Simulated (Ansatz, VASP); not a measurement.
**Ti2Co in VASP and in Ansatz**

```
Ti Co
1.0
     0.00000    3.36500    3.36500
     3.36500    0.00000    3.36500
     3.36500    3.36500    0.00000
Ti Co
4 2
Cartesian
  0.8413 0.8413 0.8413
  0.8413 2.5238 2.5238
  2.5238 2.5238 0.8413
  2.5238 0.8413 2.5238
  3.3650 3.3650 3.3650
  5.0475 5.0475 5.0475
```

Alike in both runs: task single point; functional r2SCAN; k mesh 1 × 1 × 1; occupations gaussian, width 0.1 eV; collinear spin.

|  | VASP | Ansatz |
| --- | --- | --- |
| version | VASP 6.6.1 | Ansatz 0.2.0 |
| potentials or method | VASP PAW PBE potentials, release 64 (Ti_sv, Co), cutoff 520 eV | scalar-relativistic, plane waves, PAW |
| valence electrons in the cell | 66 | 82 |

|  | VASP | Ansatz | Ansatz less VASP |
| --- | --- | --- | --- |
| gap on the k mesh at the Fermi level (eV) | 1.20 | 0.78 | -0.421 |
| least direct gap on the mesh (eV) | 1.20 | 0.78 | -0.421 |
| pressure (GPa) | -15.0 | -14.5 | +0.51 |
| net moment per atom (μB) | 0.68 | 1.00 | +0.316 |
| size of the moment on the site where the two differ most (μB) | 0.91 | 1.65 | +0.738 |

The net moments are unlike, so the other rows may belong to different states. VASP's potentials were made for PBE, not for r2SCAN. Site moments also hang on the region over which each program counts them. VASP's potentials hold 66 valence electrons a cell and Ansatz's 82, so a difference there can come from the potentials and not from the codes. Ansatz's warnings: stability check not made.

The k mesh is coarse, so the values compare programs but aren't converged.
